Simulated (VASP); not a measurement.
Wanted: the native input for a VASP 6.6.1 run.

| Quantity | Value |
| --- | --- |
| Task | single point |
| Functional | LDA |
| Potentials or basis | VASP PAW LDA potentials, release 64 (Ir) |
| Cutoff | 520 eV |
| k mesh | 22 × 22 × 22 |
| Occupations | gaussian, width 0.15 eV |
| Spin | no spin polarisation |
| Dipole correction | no |
| Further INCAR settings | ALGO = Normal; EDIFF = 1e-06; NBANDS = 10 |

The structure of Ir lies in POSCAR:

```
Ir
1.0
    0.0000000000      1.7770570814      2.0738256140
    1.7770570814      0.0000000000      2.0738256140
    1.7770570814      1.7770570814      0.0000000000
Ir
1
Direct
    0.0000000000      0.0000000000      0.0000000000
```

This cell differs from its parent crystal: volume 13.098 Å^3 an atom, c/a of the conventional cell 1.1670.

One way to write it, as run:

INCAR

```
  ALGO = Normal
  EDIFF = 1E-6
  ENCUT = 520
  ISIF = 2
  ISMEAR = 0
  LASPH = True
  LCHARG = False
  LREAL = False
  LWAVE = False
  NBANDS = 10
  NELM = 60
  PREC = Accurate
  SIGMA = 0.15
```

KPOINTS

```
k-points
0
Gamma
  22 22 22
```

Potentials or basis: VASP PAW LDA potentials, release 64 (Ir).

Launch:

```console
$ cat potpaw_LDA.64/Ir/POTCAR > POTCAR
$ mpirun -np 1 vasp_std > vasp.out
```

Results of the run:

```
Pressure : 36.4 GPa
```

Wall time 41 s on 1 thread of Intel(R) Xeon(R) 6975P-C (Granite Rapids) (shared host), peak memory 0.22 GiB.
